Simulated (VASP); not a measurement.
# Ta6C in VASP: further runs, part 2 of 2

VASP 6.6.1.

## (3) Single point, PBE

The input, INCAR:

```
PREC = Accurate ; ENCUT = 520
EDIFF = 1E-6 ; ISMEAR = 0
SIGMA = 0.1 ; LREAL = F
LASPH = T ; NELM = 60
ALGO = Normal ; ISIF = 2
LWAVE = F ; LCHARG = F
LDIPOL = T ; IDIPOL = 3
DIPOL = 0.5 0.5 0.338 ; GGA = PE
NBANDS = 44
```

The input, KPOINTS:

```
regular mesh
0
Gamma
  6 6 1
```

The input, POSCAR:

```
Ta6C
1.0
    4.6937283333      0.0000000000      0.0000000000
   -2.3468641667      4.0648879751      0.0000000000
    0.0000000000      0.0000000000     19.9881921067
Ta C
6 1
Direct
    0.6666666667      0.3333333333      0.2001181487
    0.3333333333      0.6666666667      0.2480516125
    0.0000000000      0.0000000000      0.2959850764
    0.6666666667      0.3333333333      0.3401842440
    0.3333333333      0.6666666667      0.3819724415
    0.0000000000      0.0000000000      0.4246603225
    0.3333333333      0.6666666667      0.4768147087
```

Potentials or basis: VASP PAW PBE potentials, release 64 (Ta_pv, C).

Launch:

```console
$ cat potpaw_PBE.64/Ta_pv/POTCAR potpaw_PBE.64/C/POTCAR > POTCAR
$ mpirun -np 1 vasp_std > vasp.out
```

OUTCAR:

```text
PREC = Accurate
   ENCUT = 520
   EDIFF = 1E-6
   ISMEAR = 0
   LREAL = F
   LASPH = T
   NELM = 60
   ISIF = 2
   GGA = PE

 ion  position               nearest neighbor table
   1  0.667  0.333  0.200-   4 2.80   2 2.87   2 2.87   2 2.87   3 3.32   3 3.32   3 3.32
   2  0.333  0.667  0.248-   5 2.68   1 2.87   1 2.87   3 2.87   1 2.87   3 2.87   3 2.87   4 3.28
                             4 3.28   4 3.28
   3  0.000  0.000  0.296-   6 2.57   4 2.85   4 2.85   4 2.85   2 2.87   2 2.87   2 2.87   5 3.21
                             5 3.21   5 3.21   1 3.32   1 3.32   1 3.32
   4  0.667  0.333  0.340-   1 2.80   5 2.84   5 2.84   5 2.84   3 2.85   3 2.85   3 2.85   6 3.19
                             6 3.19   6 3.19   2 3.28   2 3.28   2 3.28
   5  0.333  0.667  0.382-   7 1.90   2 2.68   4 2.84   4 2.84   4 2.84   6 2.84   6 2.84   6 2.84
                             3 3.21   3 3.21   3 3.21
   6  0.000  0.000  0.425-   3 2.57   5 2.84   5 2.84   5 2.84   4 3.19   4 3.19   4 3.19
   7  0.333  0.667  0.477-   5 1.90

  LATTYP: Found a hexagonal cell.
 ALAT       =     4.6937283333
 C/A-ratio  =     4.2584893473

  Lattice vectors:

 A1 = (   4.6937283333,   0.0000000000,   0.0000000000)
 A2 = (  -2.3468641667,   4.0648879751,   0.0000000000)
 A3 = (   0.0000000000,   0.0000000000,  19.9881921067)

Analysis of symmetry for initial positions (statically):
=====================================================================
 Subroutine PRICEL returns:
 Original cell was already a primitive cell.

 Routine SETGRP: Setting up the symmetry group for a
 hexagonal supercell.

 Subroutine GETGRP returns: Found  6 space group operations
 (whereof  6 operations were pure point group operations)
 out of a pool of 24 trial point group operations.

The static configuration has the point symmetry C_3v.

Analysis of symmetry for dynamics (positions and initial velocities):
=====================================================================
 Subroutine PRICEL returns:
 Original cell was already a primitive cell.
[... 131 lines left out ...]
 non-spin polarized calculation
 Gauss-broadening in eV      SIGMA  =   0.10
  energy-cutoff  :      520.00
  volume of cell :      381.36
 maximum number of plane-waves:     10285
 NGX is ok and might be reduce to    36
   NGX = 17   NGY = 17   NGZ = 75

 dipolmoment           0.000000      0.000000     -0.000450 electrons x Angstroem

 number of electron      69.9999990 magnetization

 dipolmoment           0.000000      0.000000      0.191988 electrons x Angstroem

 Free energy of the ion-electron system (eV)
  ---------------------------------------------------
  ext. energy  EPLUGINS =         0.00000000
  ---------------------------------------------------
  free energy    TOTEN  =       -70.83952919 eV

  energy without entropy =      -70.79174609  energy(sigma->0) =      -70.81563764

 E-fermi :  -1.1554     XC(G=0):  -4.9120

 val. band max:       -1.2041210858   @ k =   0.1667  -0.0000   0.0000
 cond. band min:      -1.1439461089   @ k =   0.5000  -0.0000   0.0000
 fundamental gap:      0.0601749769
 Fermi energy:        -1.1554404336

 k-point     1 :       0.0000    0.0000    0.0000
  band No.  band energies     occupation
      1     -36.2112      2.00000
      2     -35.9685      2.00000
      3     -35.9408      2.00000
      4     -35.9408      2.00000
      5     -35.7147      2.00000
      6     -35.7147      2.00000
[... 318 lines left out ...]
     43       0.6021      0.00000
     44       1.1910      0.00000

------------------------ aborting loop because EDIFF is reached ----------------------------------------

 vacuum level on the upper side and lower side of the slab       (xc-potential included)         0.879        -0.894

  FORCE on cell =-STRESS in cart. coord.  units (eV):
  Direction    XX          YY          ZZ          XY          YZ          ZX
  --------------------------------------------------------------------------------------
  -------------------------------------------------------------------------------------
  Total       -3.8410468     -3.8410468      0.7865669      0.0000000      0.0000000     -0.0000000
  in kB      -16.1369012    -16.1369012      3.3045034      0.0000000      0.0000000     -0.0000000
  external PRESSURE =      -9.6564330 kB  Pullay stress =       0.0000000 kB

 VOLUME and BASIS-vectors are now :
 -----------------------------------------------------------------------------
  energy-cutoff  :      520.00
  volume of cell :      381.36
      direct lattice vectors                 reciprocal lattice vectors
     4.693728333  0.000000000  0.000000000     0.213050251  0.123004620  0.000000000
    -2.346864167  4.064887975  0.000000000     0.000000000  0.246009240  0.000000000
     0.000000000  0.000000000 19.988192107     0.000000000  0.000000000  0.050029537

 POSITION                                       TOTAL-FORCE (eV/Angst)
 -----------------------------------------------------------------------------------
      2.34686      1.35496      4.00000        -0.000000      0.000000      1.683233
     -0.00000      2.70993      4.95810        -0.000000      0.000000     -0.398849
      0.00000      0.00000      5.91621         0.000000     -0.000000     -2.101109
      2.34686      1.35496      6.79967         0.000000     -0.000000     -0.821148
     -0.00000      2.70993      7.63494         0.000000      0.000000     -0.043393
      0.00000      0.00000      8.48819         0.000000      0.000000      1.548715
     -0.00000      2.70993      9.53066         0.000000     -0.000000      0.132551
 -----------------------------------------------------------------------------------
    total drift:                                0.000000      0.000000      0.000164

  FREE ENERGIE OF THE ION-ELECTRON SYSTEM (eV)
  ---------------------------------------------------
  free  energy   TOTEN  =       -70.8395291877 eV

  energy  without entropy=      -70.7917460881  energy(sigma->0) =      -70.81563764

 vacuum level on the upper side and lower side of the slab         4.073         2.224
```

OSZICAR:

```text
N       E                     dE             d eps       ncg     rms          rms(c)
DAV:   1     0.525749675072E+03    0.52575E+03   -0.37996E+04   792   0.134E+03
DAV:   2    -0.456297130988E+02   -0.57138E+03   -0.55972E+03   740   0.344E+02
DAV:   3    -0.779237055585E+02   -0.32294E+02   -0.31225E+02   768   0.676E+01
[... 23 lines left out ...]
DAV:  27    -0.708395087264E+02   -0.21522E-04   -0.22991E-06   516   0.377E-03    0.182E-03
DAV:  28    -0.708395204411E+02   -0.11715E-04   -0.87786E-07   468   0.235E-03    0.121E-03
DAV:  29    -0.708395264365E+02   -0.59953E-05   -0.54765E-07   488   0.213E-03    0.691E-04
DAV:  30    -0.708395285945E+02   -0.21581E-05   -0.25287E-07   444   0.182E-03    0.394E-04
DAV:  31    -0.708395291877E+02   -0.59319E-06   -0.90619E-08   416   0.109E-03
   1 F= -.70839529E+02 E0= -.70815638E+02  d E =-.477831E-01
```

stdout:

```text
POSCAR found type information on POSCAR TaC
 POSCAR found :  2 types and       7 ions
 scaLAPACK will be used
 LDA part: xc-table for (Slater+PW92), standard interpolation
 POSCAR, INCAR and KPOINTS ok, starting setup
 FFT: planning ... GRIDC
 FFT: planning ... GRID_SOFT
 FFT: planning ... GRID
 WAVECAR not read
 entering main loop
```

Run time: 4.7 min. Hardware: 1 thread of Intel Xeon Platinum 8488C (Sapphire Rapids), shared host; peak memory 0.5 GiB.

What came out:

```yaml
Free_energy: -70.8395 eV
Largest_force: 2.101 eV/Å
Band_gap_on_the_k_mesh: zero (band 35 reaches -1.08 eV, above the bottom of band 36 at -1.30 eV)
```

Forces on the atoms (eV/Å):
```
Ta   0.000  0.000  1.683
Ta   0.000  0.000 -0.399
Ta   0.000  0.000 -2.101
Ta   0.000  0.000 -0.821
Ta   0.000  0.000 -0.043
Ta   0.000  0.000  1.549
C    0.000  0.000  0.133
```

Caveat: spin-orbit coupling is left out, which moves the levels of the heavy elements.

## (4) Single point, PBE

The input, INCAR:

```
PREC = Accurate
ENCUT = 520
EDIFF = 1E-7
ISMEAR = 0
SIGMA = 0.1
LREAL = False
LASPH = True
NELM = 80
ALGO = Normal
ISIF = 2
LWAVE = False
LCHARG = False
LDIPOL = True
IDIPOL = 3
DIPOL = 0.5 0.5 0.333
GGA = PE
NBANDS = 44
```

The input, KPOINTS:

```
Automatic mesh
0
Gamma
  6 6 1
```

POSCAR, as its differences from that of step 3:

```diff
@@ -14,2 +14,2 @@
     0.0000000000      0.0000000000      0.4246603225
-    0.3333333333      0.6666666667      0.4768147087
+    0.6666666667      0.3333333333      0.4413814906
```

Launch:

```console
$ cat potpaw_PBE.64/Ta_pv/POTCAR potpaw_PBE.64/C/POTCAR > POTCAR
$ mpirun -np 1 vasp_std > vasp.out
```

Wall time 4.9 min (1 thread of Intel Xeon Platinum 8488C (Sapphire Rapids), shared host); peak memory 0.51 GiB.

Results (log left out):

| Item | Value |
| --- | --- |
| Free energy | -71.7572 eV |
| Largest force | 2.432 eV/Å |
| Band gap on the k mesh | zero (band 35 reaches -0.85 eV, above the bottom of band 36 at -1.07 eV) |

Forces in eV/Å, atoms in the order of the input:
```
Ta   0.000  0.000  1.565
Ta   0.000  0.000 -0.431
Ta   0.000  0.000 -2.432
Ta   0.000  0.000 -1.171
Ta   0.000  0.000  0.629
Ta   0.000  0.000  1.783
C    0.000  0.000  0.057
```

Levels at points of the mesh, in eV from the Fermi level:
| k point | band 32 | band 33 | band 34 | band 35 | band 36 | band 37 | band 38 | band 39 |
| --- | --- | --- | --- | --- | --- | --- | --- | --- |
| (0.00, 0.00, 0.00) | -0.66 | -0.47 | -0.47 | 0.10 | 0.20 | 0.20 | 0.52 | 1.26 |
| (0.50, 0.00, 0.00) | -1.00 | -0.68 | -0.42 | -0.06 | 0.02 | 0.57 | 0.86 | 1.15 |

Caveat: spin-orbit coupling is left out, which moves the levels of the heavy elements.
